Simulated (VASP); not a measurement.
A run of VASP 6.6.1 is set up as follows.

The input INCAR:

```
PREC = Accurate
ENCUT = 600
EDIFF = 1E-7
ISMEAR = 0
SIGMA = 0.05
LREAL = False
LASPH = True
NELM = 150
ALGO = Normal
ISIF = 3
LWAVE = False
LCHARG = False
ISPIN = 2
MAGMOM = 1.86 -1.86 0 0
LORBIT = 11
LMAXMIX = 4
LDAU = True
LDAUTYPE = 2
LDAUL = 2 -1
LDAUU = 6.2 0
LDAUJ = 0 0
LDAUPRINT = 1
GGA = PE
IBRION = 2
NSW = 50
EDIFFG = -0.01
```

The input KPOINTS:

```
Automatic mesh
0
Gamma
  10 10 10
```

POSCAR

```
NiO
1.0
   -2.1337897282     -2.1337897282      4.2675794564
   -4.2675794564     -2.1337897282      2.1337897282
   -2.1337897282     -4.2675794564      2.1337897282
Ni O
2 2
Direct
    0.0000000000      0.0000000000      0.0000000000
    0.5000000000      0.5000000000      0.5000000000
    1.2500000000     -0.7500000000     -0.7500000000
    1.7500000000     -0.2500000000     -0.2500000000
```

Potentials or basis: VASP PAW PBE potentials, release 64 (Ni, O).

Run with:

```bash
$ cat potpaw_PBE.64/Ni/POTCAR potpaw_PBE.64/O/POTCAR > POTCAR
$ mpirun -np 1 vasp_std > vasp.out
```

Q: Predict the relaxed volume.

A: 9.13 Å³/atom.

Q: Predict the relaxed cell.

A: a = 5.119 Å, b = 5.119 Å, c = 5.119 Å, α = 33.57°, β = 33.57°, γ = 33.57°.

Q: Predict the space group after relaxing (to 0.1 Å).

A: Fm-3m (No. 225).

Step by step:
```
step  energy change (eV)  largest force (eV/Å)  pressure (GPa)  volume (Å³)
   1              0.0000                0.0000           -9.89        38.86
   2             -0.0618                0.0000            5.03        35.58
   3             -0.0763                0.0000            0.05        36.52
```

The state reached can hang on the start; a lower one may exist.
